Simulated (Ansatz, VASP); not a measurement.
# Two plane-wave programs on SiC

POSCAR

```
SiC
1.0
    2.9523419896      0.0000000000      0.0000000000
   -1.4761709948      2.5568031637      0.0000000000
    0.0000000000      0.0000000000      5.0864421037
Si C
2 2
Direct
    0.3333333333      0.6666666667      0.0024403337
    0.6666666667      0.3333333333      0.5024403337
    0.3333333333      0.6666666667      0.3725596663
    0.6666666667      0.3333333333      0.8725596663
```

Contents of INCAR.step1:

```
PREC = Accurate
ENCUT = 520
ISMEAR = 0
SIGMA = 0.01
LREAL = False
LASPH = True
NELM = 80
NBANDS = 16
GGA = PE
ALGO = Normal
EDIFF = 1E-4
LWAVE = True
LCHARG = False
```

Contents of INCAR.step2:

```
PREC = Accurate
ENCUT = 520
EDIFF = 1E-7
ISMEAR = 0
SIGMA = 0.01
LREAL = False
LASPH = True
NELM = 80
ALGO = Normal
ISIF = 2
LWAVE = False
LCHARG = True
METAGGA = R2SCAN
LMIXTAU = True
LELF = True
LVHAR = True
NBANDS = 16
ISTART = 1
```

Contents of KPOINTS:

```
Automatic mesh
0
Gamma
  12 12 6
```

Input for Ansatz:

```yaml
crystal:
  lattice:
    - [2.9523419896, 0.0, 0.0]
    - [-1.4761709948, 2.5568031637, 0.0]
    - [0.0, 0.0, 5.0864421037]
  atoms:
    - { symbol: Si, position: [0.3333333333, 0.6666666667, 0.0024403337] }
    - { symbol: Si, position: [0.6666666667, 0.3333333333, 0.5024403337] }
    - { symbol: C, position: [0.3333333333, 0.6666666667, 0.3725596663] }
    - { symbol: C, position: [0.6666666667, 0.3333333333, 0.8725596663] }
kpoints:
  mp_grid: { grid: [12, 12, 6] }
  band_path:
    path:
      - [0.0, 0.0, 0.0]
      - [0.5, 0.0, 0.0]
      - [0.3333333333, 0.3333333333, 0.0]
      - [0.0, 0.0, 0.5]
      - [0.5, 0.0, 0.5]
      - [0.3333333333, 0.3333333333, 0.5]
    npoints: 1
hamiltonian:
  xc: r2scan
scf:
  occupations: { method: fixed }
  n_extra_bands: 5
output:
  forces: true
  stress: true
  eigenvalues: true
```

Change from the starting cell: epitaxial_xy strain -4.0%.

Alike in both runs: task single point; functional r2SCAN; k mesh 12 × 12 × 6; no spin polarisation.

|  | VASP | Ansatz |
| --- | --- | --- |
| version | VASP 6.6.1 | Ansatz 0.2.0 |
| potentials or method | VASP PAW PBE potentials, release 64 (Si, C) | plane waves, PAW |
| plane-wave cutoff (eV) | 520 | 500 |
| occupations | gaussian, width 0.01 eV | fixed |
| valence electrons in the cell | 16 | 16 |

|  | VASP | Ansatz | Ansatz less VASP |
| --- | --- | --- | --- |
| gap on the k mesh at the Fermi level (eV) | 2.09 | 2.09 | -0.005 |
| pressure (GPa) | 19.6 | 19.8 | +0.26 |
| traceless stress, the component that is largest in VASP (GPa) | -19.96 | -19.84 | +0.120 |

VASP's potentials were made for PBE, not for r2SCAN.
